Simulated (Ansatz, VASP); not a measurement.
**NaCl: VASP beside Ansatz**

```xyz
2
Lattice="0.0000 2.8482 2.8482 2.8482 0.0000 2.8482 2.8482 2.8482 0.0000" Properties=species:S:1:pos:R:3 pbc="T T T"
Na    2.8482    2.8482    2.8482
Cl    0.0000    0.0000    0.0000
```

Change from the starting cell: the structure that the rattled cell fell into.

Alike in both runs: functional PBE; k mesh 8 × 8 × 8; occupations gaussian, width 0.02 eV; no spin polarisation.

Ansatz relaxed the structure, and its values are those at the end. VASP's run is a single point on that final structure, the one shown.

|  | VASP | Ansatz |
| --- | --- | --- |
| version | VASP 6.6.1 | Ansatz 0.2.0 |
| potentials or method | VASP PAW PBE potentials, release 64 (Na_pv, Cl), cutoff 520 eV | scalar-relativistic, plane waves, PAW |
| valence electrons in the cell | 14 | 16 |

```tsv
	VASP	Ansatz	Ansatz less VASP
gap on the k mesh at the Fermi level (eV)	4.99	4.99	0.000
least direct gap on the mesh (eV)	4.99	4.99	0.000
pressure (GPa)	0.0	0.0	+0.03
```

VASP's potentials hold 14 valence electrons a cell and Ansatz's 16, so a difference there can come from the potentials and not from the codes.
